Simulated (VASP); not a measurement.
# GaN (F-43m) in VASP: settings compared

The runs below take GaN through single point, with PBE, PBE+D4.

Program: VASP 6.6.1. These are calculated values, not measurements. Logs are shortened: lines on timing, memory, paths and dates and some standing lists are left out, and cuts for length are marked.

## 1. The cell of the first run

It takes space group F-43m (No. 216, cubic). The conventional cell has a = 4.507 Å, b = 4.507 Å, c = 4.507 Å, α = 90.00°, β = 90.00°, γ = 90.00°. Within 2.6 Å of Ga (site symmetry -43m) lie 4 N at 1.95 Å. Within 2.6 Å of N (site symmetry -43m) lie 4 Ga at 1.95 Å.

## 2. Single point, PBE

Input file INCAR:

```
PREC = Accurate
ENCUT = 520
EDIFF = 1E-7
ISMEAR = -1
SIGMA = 0.05
LREAL = False
LASPH = True
NELM = 100
ALGO = Normal
ISIF = 2
LWAVE = False
LCHARG = False
GGA = PE
NBANDS = 16
```

Input file KPOINTS:

```
regular mesh
0
Gamma
  8 8 8
```

Input file POSCAR:

```
GaN
1.0
    0.0000000000      2.2535006075      2.2535006075
    2.2535006075      0.0000000000      2.2535006075
    2.2535006075      2.2535006075      0.0000000000
Ga N
1 1
Direct
    0.0000000000      0.0000000000      0.0000000000
    0.2500000000      0.2500000000      0.2500000000
```

Potentials or basis: VASP PAW PBE potentials, release 64 (Ga_d, N).

Launch:

```bash
$ cat potpaw_PBE.64/Ga_d/POTCAR potpaw_PBE.64/N/POTCAR > POTCAR
$ mpirun -np 1 vasp_std > vasp.out
```

OUTCAR:

```text
PREC = Accurate
   ENCUT = 520
   EDIFF = 1E-7
   ISMEAR = -1
   LREAL = False
   LASPH = True
   NELM = 100
   ISIF = 2
   GGA = PE

 ion  position               nearest neighbor table
   1  0.000  0.000  0.000-   2 1.95   2 1.95   2 1.95   2 1.95
   2  0.250  0.250  0.250-   1 1.95   1 1.95   1 1.95   1 1.95

  LATTYP: Found a face centered cubic cell.
 ALAT       =     4.5070012150

  Lattice vectors:

 A1 = (   0.0000000000,   2.2535006075,   2.2535006075)
 A2 = (   2.2535006075,   0.0000000000,   2.2535006075)
 A3 = (   2.2535006075,   2.2535006075,   0.0000000000)

Analysis of symmetry for initial positions (statically):
=====================================================================
 Subroutine PRICEL returns:
 Original cell was already a primitive cell.

 Routine SETGRP: Setting up the symmetry group for a
 face centered cubic supercell.

 Subroutine GETGRP returns: Found 24 space group operations
 (whereof 24 operations were pure point group operations)
 out of a pool of 48 trial point group operations.

The static configuration has the point symmetry T_d .

Analysis of symmetry for dynamics (positions and initial velocities):
=====================================================================
 Subroutine PRICEL returns:
 Original cell was already a primitive cell.

 Routine SETGRP: Setting up the symmetry group for a
 face centered cubic supercell.

 Subroutine GETGRP returns: Found 24 space group operations
 (whereof 24 operations were pure point group operations)
 out of a pool of 48 trial point group operations.

The dynamic configuration has the point symmetry T_d .

 Subroutine INISYM returns: Found 24 space group operations
 (whereof 24 operations are pure point group operations),
 and found     1 'primitive' translations

----------------------------------------------------------------------------------------

                                     Primitive cell

  volume of cell :      22.8877

  direct lattice vectors                    reciprocal lattice vectors
     0.000000000  2.253500607  2.253500607    -0.221877020  0.221877020  0.221877020
     2.253500607  0.000000000  2.253500607     0.221877020 -0.221877020  0.221877020
     2.253500607  2.253500607  0.000000000     0.221877020  0.221877020 -0.221877020

  length of vectors
     3.186931122  3.186931122  3.186931122     0.384302272  0.384302272  0.384302272

  position of ions in fractional coordinates (direct lattice)
     0.000000000  0.000000000  0.000000000
     0.250000000  0.250000000  0.250000000

  ion indices of the primitive-cell ions
   primitive index   ion index
                 1           1
                 2           2

----------------------------------------------------------------------------------------

 KPOINTS: regular mesh

Automatic generation of k-mesh.
 Grid dimensions read from file:
 generate k-points for:    8    8    8

 Generating k-lattice:

  Cartesian coordinates                     Fractional coordinates (reciprocal lattice)
    -0.027734628  0.027734628  0.027734628     0.125000000  0.000000000  0.000000000
     0.027734628 -0.027734628  0.027734628     0.000000000  0.125000000  0.000000000
     0.027734628  0.027734628 -0.027734628     0.000000000  0.000000000  0.125000000

  Length of vectors
     0.048037784  0.048037784  0.048037784

  Shift w.r.t. Gamma in fractional coordinates (k-lattice)
     0.000000000  0.000000000  0.000000000

 Subroutine IBZKPT returns following result:
 ===========================================

 Found     29 irreducible k-points:

 Following reciprocal coordinates:
            Coordinates               Weight
  0.000000  0.000000  0.000000      1.000000
  0.125000  0.000000  0.000000      8.000000
  0.250000  0.000000  0.000000      8.000000
  0.375000  0.000000  0.000000      8.000000
  0.500000  0.000000  0.000000      4.000000
  0.125000  0.125000  0.000000      6.000000
[... 16 lines left out ...]
  0.500000  0.250000  0.125000     48.000000
 -0.375000  0.250000  0.125000     24.000000
 [... further k-points ...]
   k-points           NKPTS =     29   k-points in BZ     NKDIM =     29   number of bands    NBANDS=     16
   number of dos      NEDOS =    301   number of ions     NIONS =      2
   total plane-waves  NPLWV =  13824
   dimension x,y,z NGX =    24 NGY =   24 NGZ =   24
   dimension x,y,z NGXF=    48 NGYF=   48 NGZF=   48
   ions per type =               1   1
   NGX,Y,Z   is equivalent  to a cutoff of  12.52, 12.52, 12.52 a.u.
   NGXF,Y,Z  is equivalent  to a cutoff of  25.04, 25.04, 25.04 a.u.
 SYSTEM =  unknown system
   PREC   = accura    normal or accurate (medium, high low for compatibility)
   ISTART =      0    job   : 0-new  1-cont  2-samecut
   ICHARG =      2    charge: 1-file 2-atom 10-const
   ISPIN  =      1    spin polarized calculation?
   LNONCOLLINEAR =      F non collinear calculations
   LSORBIT =      F    spin-orbit coupling
   LASPH  =      T    aspherical Exc in radial PAW
   ENCUT  =  520.0 eV  38.22 Ry    6.18 a.u.   5.93  5.93  5.93*2*pi/ulx,y,z
   NELM   =    100;   NELMIN=  2; NELMDL= -5     # of ELM steps
   EDIFF  = 0.1E-06   stopping-criterion for ELM
   LREAL  =      F    real-space projection
   EDIFFG = 0.1E-05   stopping-criterion for IOM
   NSW    =      0    number of steps for IOM
   IBRION =     -1    ionic relax: 0-MD 1-quasi-New 2-CG
   NFREE  =      0    steps in history (QN), initial steepest desc. (CG)
   ISIF   =      2    stress and relaxation
   ISYM   =      2    0-nonsym 1-usesym 2-fastsym
   POTIM  = 0.5000    time-step for ionic-motion
   TEBEG  =    0.0;   TEEND  =   0.0 temperature during run
   PSTRESS=    0.0 pullay stress
   NELECT =      18.0000    total number of electrons
   NUPDOWN=      -1.0000    fix difference up-down
   EMIN   =  10.00;   EMAX   =-10.00  energy-range for DOS
   EFERMI =   0.00;   METHOD = LEGACY
   ISMEAR =    -1;   SIGMA  =   0.05  broadening in eV -4-tet -1-fermi 0-gaus
   EFERMI_NEDOS =   21; number of points for ismear=-14 and -15
   IALGO  =     38    algorithm
   IMIX   =      4    mixing-type and parameters
     AMIX     =   0.40;   BMIX     =  1.00
     AMIX_MAG =   1.60;   BMIX_MAG =  1.00
  volume/ion in A,a.u.               =      11.44        77.23
  Fermi-wavevector in a.u.,A,eV,Ry     =   1.511117  2.855596 31.068543  2.283473
  Thomas-Fermi vector in A             =   2.621216
   LORBIT       =      0    0 simple, 1 ext, 2 COOP (PROOUT), +10 PAW based schemes
   GGA     = PE    functional components
   LHFCALC =     F    Hartree Fock is set to
   AEXX    =    0.0000 exact exchange contribution
   IVDW    =     0    specifies the selected vdW correction
   LEPSILON=     F    determine dielectric tensor
   LRPA    =     F    only Hartree local field effects (RPA)
 non-spin polarized calculation
  energy-cutoff  :      520.00
  volume of cell :       22.89
 maximum number of plane-waves:       636
   NGX = 11   NGY = 11   NGZ = 11

 number of electron      18.0000004 magnetization

 Free energy of the ion-electron system (eV)
  ---------------------------------------------------
  ext. energy  EPLUGINS =         0.00000000
  ---------------------------------------------------
  free energy    TOTEN  =       -12.14275247 eV

  energy without entropy =      -12.14275247  energy(sigma->0) =      -12.14275247

 E-fermi :   6.1852     XC(G=0): -11.6667

 val. band max:        5.2817482359   @ k =   0.0000   0.0000   0.0000
 cond. band min:       7.0059913859   @ k =   0.0000   0.0000   0.0000
 fundamental gap:      1.7242431500
 Fermi energy:         6.1852337660

 k-point     1 :       0.0000    0.0000    0.0000
  band No.  band energies     occupation
      1     -10.6518      2.00000
      2      -8.1603      2.00000
      3      -8.1603      2.00000
      4      -8.1603      2.00000
      5      -7.8406      2.00000
      6      -7.8406      2.00000
[... 8 lines left out ...]
     15      24.1371      0.00000
     16      24.1371      0.00000

 k-point     2 :       0.1250    0.0000    0.0000
  band No.  band energies     occupation
      1     -10.4837      2.00000
      2      -8.1397      2.00000
      3      -8.1397      2.00000
      4      -8.0960      2.00000
      5      -7.8422      2.00000
      6      -7.8422      2.00000
[... 8 lines left out ...]
     15      22.5417      0.00000
     16      22.5722      0.00000

 k-point     3 :       0.2500    0.0000    0.0000
  band No.  band energies     occupation
      1     -10.1087      2.00000
      2      -8.0993      2.00000
      3      -8.0993      2.00000
      4      -7.8358      2.00000
      5      -7.8358      2.00000
      6      -7.7952      2.00000
[... 8 lines left out ...]
     15      22.1539      0.00000
     16      22.1539      0.00000

 k-point     4 :       0.3750    0.0000    0.0000
  band No.  band energies     occupation
      1      -9.8254      2.00000
      2      -8.0766      2.00000
      3      -8.0766      2.00000
      4      -7.8101      2.00000
      5      -7.8101      2.00000
      6      -7.1101      2.00000
[... 8 lines left out ...]
     15      23.5593      0.00000
     16      23.5593      0.00000

 k-point     5 :       0.5000    0.0000    0.0000
  band No.  band energies     occupation
      1      -9.7436      2.00000
      2      -8.0727      2.00000
      3      -8.0727      2.00000
      4      -7.7935      2.00000
      5      -7.7935      2.00000
      6      -6.5957      2.00000
[... 8 lines left out ...]
     15      24.9452      0.00000
     16      24.9452      0.00000

 k-point     6 :       0.1250    0.1250    0.0000
  band No.  band energies     occupation
      1     -10.4289      2.00000
      2      -8.1204      2.00000
      3      -8.1204      2.00000
      4      -8.1013      2.00000
      5      -7.8541      2.00000
      6      -7.8294      2.00000
[... 8 lines left out ...]
     15      24.9417      0.00000
     16      25.2245      0.00000
[... 267 lines left out ...]
 k-point    21 :       0.5000    0.5000    0.0000
  band No.  band energies     occupation
      1      -9.5725      2.00000
      2      -8.0755      2.00000
      3      -7.8567      2.00000
      4      -7.8567      2.00000
      5      -7.7638      2.00000
      6      -6.1722      2.00000
[... 8 lines left out ...]
     15      27.0511      0.00000
     16      29.8975      0.00000

 k-point    22 :       0.3750    0.2500    0.1250
  band No.  band energies     occupation
      1      -9.8766      2.00000
      2      -8.0561      2.00000
      3      -8.0369      2.00000
      4      -7.9214      2.00000
      5      -7.8125      2.00000
      6      -7.4373      2.00000
[... 8 lines left out ...]
     15      24.4095      0.00000
     16      26.6189      0.00000

 k-point    23 :       0.5000    0.2500    0.1250
  band No.  band energies     occupation
      1      -9.6979      2.00000
      2      -8.0505      2.00000
      3      -8.0058      2.00000
      4      -7.8873      2.00000
      5      -7.8059      2.00000
      6      -6.7406      2.00000
[... 8 lines left out ...]
     15      24.4990      0.00000
     16      26.4185      0.00000

 k-point    24 :      -0.3750    0.2500    0.1250
  band No.  band energies     occupation
      1      -9.6452      2.00000
      2      -8.0560      2.00000
      3      -7.9941      2.00000
      4      -7.8605      2.00000
      5      -7.8076      2.00000
      6      -6.2854      2.00000
[... 8 lines left out ...]
     15      24.0840      0.00000
     16      26.3563      0.00000

 [... further k-points ...]
[... 5 lines left out ...]
  --------------------------------------------------------------------------------------
  -------------------------------------------------------------------------------------
  Total        0.7217349      0.7217349      0.7217349      0.0000000      0.0000000     -0.0000000
  in kB       50.5225521     50.5225521     50.5225521      0.0000000      0.0000000     -0.0000000
  external PRESSURE =      50.5225521 kB  Pullay stress =       0.0000000 kB

 VOLUME and BASIS-vectors are now :
 -----------------------------------------------------------------------------
  energy-cutoff  :      520.00
  volume of cell :       22.89
      direct lattice vectors                 reciprocal lattice vectors
     0.000000000  2.253500607  2.253500607    -0.221877020  0.221877020  0.221877020
     2.253500607  0.000000000  2.253500607     0.221877020 -0.221877020  0.221877020
     2.253500607  2.253500607  0.000000000     0.221877020  0.221877020 -0.221877020

 POSITION                                       TOTAL-FORCE (eV/Angst)
 -----------------------------------------------------------------------------------
      0.00000      0.00000      0.00000         0.000000      0.000000      0.000000
      1.12675      1.12675      1.12675        -0.000000     -0.000000     -0.000000
 -----------------------------------------------------------------------------------
    total drift:                                0.000002      0.000002      0.000002

  FREE ENERGIE OF THE ION-ELECTRON SYSTEM (eV)
  ---------------------------------------------------
  free  energy   TOTEN  =       -12.1427524665 eV

  energy  without entropy=      -12.1427524661  energy(sigma->0) =      -12.14275247
```

It took 14 s on 1 thread of Intel Xeon 8259CL, shared host; peak memory 0.14 GiB.

What came out:

* Free energy: -12.1428 eV
* Pressure: 5.1 GPa
* Band gap on the k mesh: 1.72 eV, direct

Levels at points of the mesh, in eV from the valence-band top:
```tsv
k point	band 6	band 7	band 8	band 9	band 10	band 11	band 12	band 13
(0.00, 0.00, 0.00)	-13.12	0.00	0.00	0.00	1.72	10.30	10.30	10.30
(0.50, 0.00, 0.00)	-11.88	-7.04	-0.97	-0.97	4.64	8.73	10.37	10.37
(0.50, 0.50, 0.00)	-11.45	-6.12	-2.70	-2.70	3.35	6.66	11.71	13.96
```

## 3. Single point, PBE

Input file INCAR:

```
  ALGO = Normal
  EDIFF = 1E-6
  ENCUT = 520
  GGA = PE
  ISIF = 2
  ISMEAR = 0
  LASPH = T
  LCHARG = F
  LREAL = F
  LWAVE = F
  NBANDS = 16
  NELM = 100
  PREC = Accurate
  SIGMA = 0.026000000000000002
```

Input file KPOINTS:

```
k-points
0
Gamma
  10 10 10
```

POSCAR is that of step 2.

Potentials or basis: VASP PAW PBE potentials, release 64 (Ga_d, N).

Launch:

```bash
$ cat potpaw_PBE.64/Ga_d/POTCAR potpaw_PBE.64/N/POTCAR > POTCAR
$ mpirun -np 1 vasp_std > vasp.out
```

OUTCAR:

```text
EDIFF = 1E-6
   ENCUT = 520
   GGA = PE
   ISIF = 2
   ISMEAR = 0
   LASPH = T
   LREAL = F
   NELM = 100
   PREC = Accurate

 ion  position               nearest neighbor table
   1  0.000  0.000  0.000-   2 1.95   2 1.95   2 1.95   2 1.95
   2  0.250  0.250  0.250-   1 1.95   1 1.95   1 1.95   1 1.95

  LATTYP: Found a face centered cubic cell.
 ALAT       =     4.5070012150

  Lattice vectors:

 A1 = (   0.0000000000,   2.2535006075,   2.2535006075)
 A2 = (   2.2535006075,   0.0000000000,   2.2535006075)
 A3 = (   2.2535006075,   2.2535006075,   0.0000000000)
[... 624 lines left out ...]
      4      -7.9359      2.00000
      5      -7.7803      2.00000
      6      -6.9184      2.00000
[... 8 lines left out ...]
     15      27.5927      0.00000
     16      27.7094      0.00000

 [... further k-points ...]
[... 5 lines left out ...]
  --------------------------------------------------------------------------------------
  -------------------------------------------------------------------------------------
  Total        0.7277652      0.7277652      0.7277652     -0.0000000     -0.0000000     -0.0000000
  in kB       50.9446787     50.9446787     50.9446787     -0.0000000     -0.0000000     -0.0000000
  external PRESSURE =      50.9446787 kB  Pullay stress =       0.0000000 kB

 VOLUME and BASIS-vectors are now :
 -----------------------------------------------------------------------------
  energy-cutoff  :      520.00
  volume of cell :       22.89
      direct lattice vectors                 reciprocal lattice vectors
     0.000000000  2.253500607  2.253500607    -0.221877020  0.221877020  0.221877020
     2.253500607  0.000000000  2.253500607     0.221877020 -0.221877020  0.221877020
     2.253500607  2.253500607  0.000000000     0.221877020  0.221877020 -0.221877020

 POSITION                                       TOTAL-FORCE (eV/Angst)
 -----------------------------------------------------------------------------------
      0.00000      0.00000      0.00000         0.000000      0.000000      0.000000
      1.12675      1.12675      1.12675        -0.000000     -0.000000     -0.000000
 -----------------------------------------------------------------------------------
    total drift:                                0.000002      0.000002      0.000002

  FREE ENERGIE OF THE ION-ELECTRON SYSTEM (eV)
  ---------------------------------------------------
  free  energy   TOTEN  =       -12.1432072070 eV

  energy  without entropy=      -12.1432072070  energy(sigma->0) =      -12.14320721
```

OSZICAR:

```text
N       E                     dE             d eps       ncg     rms          rms(c)
DAV:   1     0.781541120517E+02    0.78154E+02   -0.93209E+03  1696   0.201E+03
DAV:   2    -0.861578030261E+01   -0.86770E+02   -0.81220E+02  1688   0.322E+02
DAV:   3    -0.140857856887E+02   -0.54700E+01   -0.54457E+01  1792   0.696E+01
DAV:   4    -0.141430386315E+02   -0.57253E-01   -0.57247E-01  1880   0.763E+00
DAV:   5    -0.141437961209E+02   -0.75749E-03   -0.75749E-03  1816   0.772E-01    0.772E+00
DAV:   6    -0.121423174683E+02    0.20015E+01   -0.49121E+00  2280   0.397E+01    0.268E+00
DAV:   7    -0.121508278854E+02   -0.85104E-02   -0.31945E-01  1600   0.658E+00    0.177E+00
DAV:   8    -0.121471608479E+02    0.36670E-02   -0.57898E-02  1776   0.326E+00    0.794E-01
DAV:   9    -0.121429381854E+02    0.42227E-02   -0.14295E-02  2272   0.272E+00    0.201E-01
DAV:  10    -0.121433030897E+02   -0.36490E-03   -0.15172E-03  1696   0.537E-01    0.994E-02
DAV:  11    -0.121432021217E+02    0.10097E-03   -0.28811E-04  2248   0.260E-01    0.824E-03
DAV:  12    -0.121432074632E+02   -0.53415E-05   -0.30802E-05  1672   0.526E-02    0.106E-02
DAV:  13    -0.121432072070E+02    0.25621E-06   -0.65021E-07  1320   0.142E-02
   1 F= -.12143207E+02 E0= -.12143207E+02  d E =-.569746E-29
```

stdout:

```text
POSCAR found type information on POSCAR GaN
 POSCAR found :  2 types and       2 ions
 scaLAPACK will be used
 LDA part: xc-table for (Slater+PW92), standard interpolation
 POSCAR, INCAR and KPOINTS ok, starting setup
 FFT: planning ... GRIDC
 FFT: planning ... GRID_SOFT
 FFT: planning ... GRID
 WAVECAR not read
 entering main loop
```

It took 17 s on 1 thread of Intel Xeon 8259CL, shared host; peak memory 0.14 GiB.

Results:

```
Free energy            : -12.1432 eV
Pressure               : 5.1 GPa
Band gap on the k mesh : 1.72 eV, direct
```

Levels at points of the mesh, in eV from the valence-band top:
| k point | band 5 | band 6 | band 7 | band 8 | band 9 | band 10 | band 11 | band 12 | band 13 | band 14 |
| --- | --- | --- | --- | --- | --- | --- | --- | --- | --- | --- |
| (0.00, 0.00, 0.00) | -13.12 | -13.12 | 0.00 | 0.00 | 0.00 | 1.72 | 10.30 | 10.30 | 10.30 | 17.60 |
| (0.50, 0.00, 0.00) | -13.07 | -11.88 | -7.04 | -0.97 | -0.97 | 4.64 | 8.73 | 10.37 | 10.37 | 15.63 |
| (0.50, 0.50, 0.00) | -13.05 | -11.45 | -6.12 | -2.70 | -2.70 | 3.35 | 6.66 | 11.71 | 13.96 | 13.96 |

(Part 1 of 2 ends here.)
